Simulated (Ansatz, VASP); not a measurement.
**One calculation of WSe, two programs**

```
W Se
1.0
     0.00000    2.83887    2.83887
     2.83887    0.00000    2.83887
     2.83887    2.83887    0.00000
W Se
1 1
Direct
  0.00000 0.00000 0.00000
  0.25000 0.25000 0.25000
```

Alike in both runs: task relaxation of cell and atoms; functional PBE; k mesh 12 × 12 × 12; occupations gaussian, width 0.1 eV; no spin polarisation.

```csv
,VASP,Ansatz
version,VASP 6.6.1,Ansatz 0.2.0
potentials or method,"VASP PAW PBE potentials, release 64 (W_sv, Se), cutoff 600 eV","scalar-relativistic, plane waves, PAW"
valence electrons in the cell,20,30
```

```tsv
	VASP	Ansatz	Ansatz less VASP
gap on the k mesh at the Fermi level, each at its own relaxed structure (eV)	none	none	-
relaxed volume (Å³/atom)	22.58	22.54	-0.046
relaxed cell length with the largest relative difference (Å)	3.997	3.995	-0.0027
```

A gap of «none» marks a metal or a gap that the smearing closes. VASP's potentials hold 20 valence electrons a cell and Ansatz's 30, so a difference there can come from the potentials and not from the codes.

Neither program's run includes spin-orbit coupling.
